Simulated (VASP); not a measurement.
# SnSe (CsCl type) (Pm-3m) in VASP: a series of runs

SnSe (CsCl type) is run at these levels: PBE; tasks: single point.

All numbers are computed with VASP 6.6.1; they aren't measurements. Logs are shortened: lines on timing, memory, paths and dates and some standing lists are left out, and cuts for length are marked.

**1. The cell of the first run**

Symmetry: Pm-3m, No. 221, cubic system. Conventional cell: a = 3.016 Å, b = 3.016 Å, c = 3.016 Å, α = 90.00°, β = 90.00°, γ = 90.00°. Within 3.4 Å of Sn (site symmetry m-3m) lie 8 Se at 2.61 Å and 6 Sn at 3.02 Å. Within 3.4 Å of Se (site symmetry m-3m) lie 8 Sn at 2.61 Å and 6 Se at 3.02 Å.

**2. Single point, PBE (13.71 Å³/atom)**

The input, POSCAR:

```
SnSe
1.0
    3.0155092091      0.0000000000      0.0000000000
    0.0000000000      3.0155092091      0.0000000000
    0.0000000000      0.0000000000      3.0155092091
Sn Se
1 1
Direct
    0.0000000000      0.0000000000      0.0000000000
    0.5000000000      0.5000000000      0.5000000000
```

The input, INCAR.step1:

```
SYSTEM = SnSe
  ALGO = Normal
  EDIFF = 1E-7
  ENCUT = 520
  GGA = PE
  ISIF = 2
  ISMEAR = -1
  LASPH = .True.
  LCHARG = .True.
  LREAL = .False.
  LWAVE = .False.
  NBANDS = 17
  NELM = 100
  PREC = Accurate
  SIGMA = 0.08
```

The input, KPOINTS.step1:

```
k-points
0
Gamma
  14 14 14
  0 0 0
```

The input, INCAR.step2:

```
SYSTEM = SnSe
  ALGO = Normal
  EDIFF = 1E-7
  ENCUT = 520
  GGA = PE
  ICHARG = 11
  ISIF = 2
  ISMEAR = -5
  LASPH = .True.
  LCHARG = .False.
  LORBIT = 11
  LREAL = .False.
  LWAVE = .False.
  NBANDS = 17
  NEDOS = 2001
  NELM = 100
  PREC = Accurate
  SIGMA = 0.08
```

The input, KPOINTS.step2:

```
k-points
0
Gamma
  21 21 21
  0 0 0
```

Potentials or basis: VASP PAW PBE potentials, release 64 (Sn_d, Se).

Run with:

```bash
$ cat potpaw_PBE.64/Sn_d/POTCAR potpaw_PBE.64/Se/POTCAR > POTCAR
$ cp INCAR.step1 INCAR
$ cp KPOINTS.step1 KPOINTS
$ mpirun -np 1 vasp_std > vasp.out
$ cp INCAR.step2 INCAR
$ cp KPOINTS.step2 KPOINTS
$ mpirun -np 1 vasp_std > vasp.out
```

OUTCAR:

```text
SYSTEM = SnSe
   EDIFF = 1E-7
   ENCUT = 520
   GGA = PE
   ICHARG = 11
   ISIF = 2
   ISMEAR = -5
   LASPH = .True.
   LORBIT = 11
   LREAL = .False.
   NELM = 100
   PREC = Accurate

 ion  position               nearest neighbor table
   1  0.000  0.000  0.000-   2 2.61   2 2.61   2 2.61   2 2.61   2 2.61   2 2.61   2 2.61   2 2.61

   2  0.500  0.500  0.500-   1 2.61   1 2.61   1 2.61   1 2.61   1 2.61   1 2.61   1 2.61   1 2.61

  LATTYP: Found a simple cubic cell.
 ALAT       =     3.0155092091

  Lattice vectors:

 A1 = (   3.0155092091,   0.0000000000,   0.0000000000)
 A2 = (   0.0000000000,   3.0155092091,   0.0000000000)
 A3 = (   0.0000000000,   0.0000000000,   3.0155092091)

Analysis of symmetry for initial positions (statically):
=====================================================================
 Subroutine PRICEL returns:
 Original cell was already a primitive cell.

 Routine SETGRP: Setting up the symmetry group for a
 simple cubic supercell.

 Subroutine GETGRP returns: Found 48 space group operations
 (whereof 48 operations were pure point group operations)
 out of a pool of 48 trial point group operations.

The static configuration has the point symmetry O_h .

Analysis of symmetry for dynamics (positions and initial velocities):
=====================================================================
 Subroutine PRICEL returns:
 Original cell was already a primitive cell.

 Routine SETGRP: Setting up the symmetry group for a
 simple cubic supercell.

 Subroutine GETGRP returns: Found 48 space group operations
 (whereof 48 operations were pure point group operations)
 out of a pool of 48 trial point group operations.

The dynamic configuration has the point symmetry O_h .

 Subroutine INISYM returns: Found 48 space group operations
 (whereof 48 operations are pure point group operations),
 and found     1 'primitive' translations

----------------------------------------------------------------------------------------

                                     Primitive cell

  volume of cell :      27.4209

  direct lattice vectors                    reciprocal lattice vectors
     3.015509209  0.000000000  0.000000000     0.331618951  0.000000000  0.000000000
     0.000000000  3.015509209  0.000000000     0.000000000  0.331618951  0.000000000
     0.000000000  0.000000000  3.015509209     0.000000000  0.000000000  0.331618951

  length of vectors
     3.015509209  3.015509209  3.015509209     0.331618951  0.331618951  0.331618951

[... 88 lines left out ...]
   ISIF   =      2    stress and relaxation
   ISYM   =      2    0-nonsym 1-usesym 2-fastsym
   POTIM  = 0.5000    time-step for ionic-motion
   TEBEG  =    0.0;   TEEND  =   0.0 temperature during run
   PSTRESS=    0.0 pullay stress
   NELECT =      20.0000    total number of electrons
   NUPDOWN=      -1.0000    fix difference up-down
   EMIN   =  10.00;   EMAX   =-10.00  energy-range for DOS
   EFERMI =   0.00;   METHOD = LEGACY
   ISMEAR =    -5;   SIGMA  =   0.08  broadening in eV -4-tet -1-fermi 0-gaus
   EFERMI_NEDOS =   21; number of points for ismear=-14 and -15
   IALGO  =     38    algorithm
   IMIX   =      4    mixing-type and parameters
     AMIX     =   0.40;   BMIX     =  1.00
     AMIX_MAG =   1.60;   BMIX_MAG =  1.00
  volume/ion in A,a.u.               =      13.71        92.52
  Fermi-wavevector in a.u.,A,eV,Ry     =   1.473638  2.784772 29.546537  2.171609
  Thomas-Fermi vector in A             =   2.588507
   LORBIT       =     11    0 simple, 1 ext, 2 COOP (PROOUT), +10 PAW based schemes
   GGA     = PE    functional components
   LHFCALC =     F    Hartree Fock is set to
   AEXX    =    0.0000 exact exchange contribution
   IVDW    =     0    specifies the selected vdW correction
   LEPSILON=     F    determine dielectric tensor
   LRPA    =     F    only Hartree local field effects (RPA)
 non-spin polarized calculation
 Fermi weights with tetrahedron method with Bloechl corrections
  energy-cutoff  :      520.00
  volume of cell :       27.42
 maximum number of plane-waves:       752
 NGX is ok and might be reduce to    24

 number of electron      20.0000006 magnetization

 Free energy of the ion-electron system (eV)
  ---------------------------------------------------
  ext. energy  EPLUGINS =         0.00000000
  ---------------------------------------------------
  free energy    TOTEN  =        -3.11413655 eV

  energy without entropy =       -3.11413655  energy(sigma->0) =       -3.11413655

 E-fermi :  15.9188     XC(G=0): -13.2282

 val. band max:       16.0031073800   @ k =   0.3810   0.1429   0.1429
 cond. band min:      15.8972595815   @ k =   0.4286   0.1905   0.1905
 fundamental gap:     -0.1058477985
 Fermi energy:        15.9187965283

 k-point     1 :       0.0000    0.0000    0.0000
  band No.  band energies     occupation
      1      -7.0970      2.00000
      2      -7.0970      2.00000
      3      -6.6223      2.00000
      4      -6.6223      2.00000
      5      -6.6223      2.00000
      6      -4.3073      2.00000
[... 457 lines left out ...]
      4      -6.6806      2.00000
      5      -6.6326      2.00000
      6      -3.5801      2.00000
[... 9 lines left out ...]
     16      28.3031      0.00000
     17      28.3631      0.00000

 [... further k-points ...]

------------------------ aborting loop because EDIFF is reached ----------------------------------------

  FORCE on cell =-STRESS in cart. coord.  units (eV):
  Direction    XX          YY          ZZ          XY          YZ          ZX
  --------------------------------------------------------------------------------------
  -------------------------------------------------------------------------------------
  Total       19.9477274     19.9477274     19.9477274      0.0000000      0.0000000      0.0000000
  in kB     1165.5261729   1165.5261729   1165.5261729      0.0000000      0.0000000      0.0000000
  external PRESSURE =    1165.5261729 kB  Pullay stress =       0.0000000 kB

 VOLUME and BASIS-vectors are now :
 -----------------------------------------------------------------------------
  energy-cutoff  :      520.00
  volume of cell :       27.42
      direct lattice vectors                 reciprocal lattice vectors
     3.015509209  0.000000000  0.000000000     0.331618951  0.000000000  0.000000000
     0.000000000  3.015509209  0.000000000     0.000000000  0.331618951  0.000000000
     0.000000000  0.000000000  3.015509209     0.000000000  0.000000000  0.331618951

 POSITION                                       TOTAL-FORCE (eV/Angst)
 -----------------------------------------------------------------------------------
      0.00000      0.00000      0.00000         0.000000      0.000000      0.000000
      1.50775      1.50775      1.50775         0.000000      0.000000      0.000000
 -----------------------------------------------------------------------------------
    total drift:                               -0.000000      0.000000      0.000000

  FREE ENERGIE OF THE ION-ELECTRON SYSTEM (eV)
  ---------------------------------------------------
  free  energy   TOTEN  =        -3.1141365462 eV

  energy  without entropy=       -3.1141365462  energy(sigma->0) =       -3.11413655

 total charge

# of ion       s       p       d       tot
------------------------------------------
    1        1.297   1.282  10.250  12.829
    2        1.505   2.522   0.188   4.215
--------------------------------------------------
tot          2.802   3.804  10.438  17.043
```

OUTCAR.step1:

```text
SYSTEM = SnSe
   EDIFF = 1E-7
   ENCUT = 520
   GGA = PE
   ISIF = 2
   ISMEAR = -1
   LASPH = .True.
[... 702 lines left out ...]
      0.00000      0.00000      0.00000         0.000000      0.000000      0.000000
      1.50775      1.50775      1.50775         0.000000      0.000000      0.000000
 -----------------------------------------------------------------------------------
    total drift:                                0.000000      0.000000      0.000000

  FREE ENERGIE OF THE ION-ELECTRON SYSTEM (eV)
  ---------------------------------------------------
  free  energy   TOTEN  =        -3.1271059467 eV

  energy  without entropy=       -3.1190913997  energy(sigma->0) =       -3.12309867
```

OSZICAR.step1:

```text
N       E                     dE             d eps       ncg     rms          rms(c)
DAV:   1     0.137359525340E+03    0.13736E+03   -0.99536E+03  4294   0.185E+03
DAV:   2     0.621180623304E+01   -0.13115E+03   -0.12638E+03  4531   0.382E+02
DAV:   3    -0.313071550804E+01   -0.93425E+01   -0.92217E+01  4981   0.870E+01
DAV:   4    -0.328467468197E+01   -0.15396E+00   -0.15381E+00  4888   0.110E+01
DAV:   5    -0.328758850488E+01   -0.29138E-02   -0.29135E-02  5422   0.152E+00    0.831E+00
DAV:   6    -0.316685892141E+01    0.12073E+00   -0.10034E-01  5944   0.517E+00    0.506E+00
DAV:   7    -0.312950898382E+01    0.37350E-01   -0.66967E-02  6340   0.308E+00    0.712E-01
DAV:   8    -0.312710631855E+01    0.24027E-02   -0.10206E-02  6156   0.142E+00    0.130E-01
DAV:   9    -0.312710798148E+01   -0.16629E-05   -0.51719E-04  5351   0.322E-01    0.789E-02
DAV:  10    -0.312710546520E+01    0.25163E-05   -0.24373E-05  6147   0.505E-02    0.138E-02
DAV:  11    -0.312710567896E+01   -0.21376E-06   -0.67470E-06  5794   0.468E-02    0.694E-03
DAV:  12    -0.312710624178E+01   -0.56282E-06   -0.63803E-07  5211   0.711E-03    0.330E-03
DAV:  13    -0.312710599580E+01    0.24599E-06   -0.11075E-07  2990   0.318E-03    0.613E-04
DAV:  14    -0.312710594674E+01    0.49058E-07   -0.14763E-08  2405   0.120E-03
   1 F= -.31271059E+01 E0= -.31230987E+01  d E =-.801455E-02
```

Wall time 2.6 min (1 thread of Intel Xeon 8259CL, shared host); peak memory 0.25 GiB.

Results:

```
Valence electrons inside the program's atomic spheres : Sn 12.83; Se 4.21
```

Caveat: spin-orbit coupling is left out, which moves the levels of the heavy elements.

**3. Single point, PBE (17.95 Å³/atom)**

This run uses another cell than the first one, of 17.95 Å³/atom.

The input, POSCAR:

```
SnSe
1.0
    3.2987590504      0.0000000000      0.0000000000
    0.0000000000      3.2987590504      0.0000000000
    0.0000000000      0.0000000000      3.2987590504
Sn Se
1 1
Direct
    0.0000000000      0.0000000000      0.0000000000
    0.5000000000      0.5000000000      0.5000000000
```

The input, INCAR.step1:

```
SYSTEM = SnSe
PREC = Accurate ; ENCUT = 520
EDIFF = 1E-6 ; ISMEAR = -1
SIGMA = 0.08 ; LREAL = .False.
LASPH = .True. ; NELM = 60
ALGO = Normal ; ISIF = 2
LWAVE = .False. ; LCHARG = .True.
GGA = PE ; NBANDS = 17
```

The input, KPOINTS.step1:

```
Automatic mesh
0
Gamma
  14 14 14
  0 0 0
```

The input, INCAR.step2:

```
SYSTEM = SnSe
PREC = Accurate ; ENCUT = 520
EDIFF = 1E-6 ; ISMEAR = -5
SIGMA = 0.08 ; LREAL = .False.
LASPH = .True. ; NELM = 60
ALGO = Normal ; ISIF = 2
LWAVE = .False. ; LCHARG = .False.
GGA = PE ; LORBIT = 11
NBANDS = 17 ; NEDOS = 2001
ICHARG = 11
```

The input, KPOINTS.step2:

```
Automatic mesh
0
Gamma
  21 21 21
  0 0 0
```

Potentials or basis: VASP PAW PBE potentials, release 64 (Sn_d, Se).

Run with:

```bash
$ cat potpaw_PBE.64/Sn_d/POTCAR potpaw_PBE.64/Se/POTCAR > POTCAR
$ cp INCAR.step1 INCAR
$ cp KPOINTS.step1 KPOINTS
$ mpirun -np 1 vasp_std > vasp.out
$ cp INCAR.step2 INCAR
$ cp KPOINTS.step2 KPOINTS
$ mpirun -np 1 vasp_std > vasp.out
```

It took 4.4 min on 1 thread of Intel Xeon 8259CL, shared host; peak memory 0.29 GiB.

The run converged. Its results:

```yaml
Valence_electrons_inside_the_program's_atomic_spheres: Sn 12.32; Se 3.93
```

Levels at points of the mesh, in eV from the Fermi level:
```csv
k point,band 7,band 8,band 9,band 10,band 11,band 12,band 13,band 14
"(0.00, 0.00, 0.00)",-4.91,-3.21,-3.21,-3.21,3.31,3.31,8.50,8.50
```

Caveat: spin-orbit coupling is left out, which moves the levels of the heavy elements.
